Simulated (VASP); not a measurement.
Runs of VASP 6.6.1 on PbS. The structure is that of space group Fm-3m (No. 225), or close to it. The cells are those of the table. 

```csv
task,cell,cutoff (eV),smearing,gap on the mesh (eV),pressure (GPa)
single point,"a = 4.206 Å, angles 60.0°, 2 atoms",520,gaussian 0.02 eV,(b),1.6
relaxation of cell and atoms,"relaxed from a = 4.249 Å, angles 60.0°, 2 atoms",600,gaussian 0.01 eV,0.50,0.0
single point,"a = 4.249 Å, angles 60.0°, 2 atoms",520,gaussian 0.02 eV,0.50,-0.1
single point,"a = 4.162 Å, angles 60.0°, 2 atoms",520,gaussian 0.02 eV,0.28,(a)
single point,"a = 4.332 Å, angles 60.0°, 2 atoms",520,gaussian 0.02 eV,0.67,-2.8
```

Alike in all rows: level PBE; potentials or basis VASP PAW PBE potentials, release 64 (Pb_d, S); no spin polarisation; k mesh 10 × 10 × 10.

**Question.** Estimate the missing entries.

**Answer.** (a) 3.7; (b) 0.39.

Caveats: spin-orbit coupling is left out, which moves the levels of the heavy elements.

A k mesh can miss the band edges, and the runs leave out spin-orbit coupling on Pb.
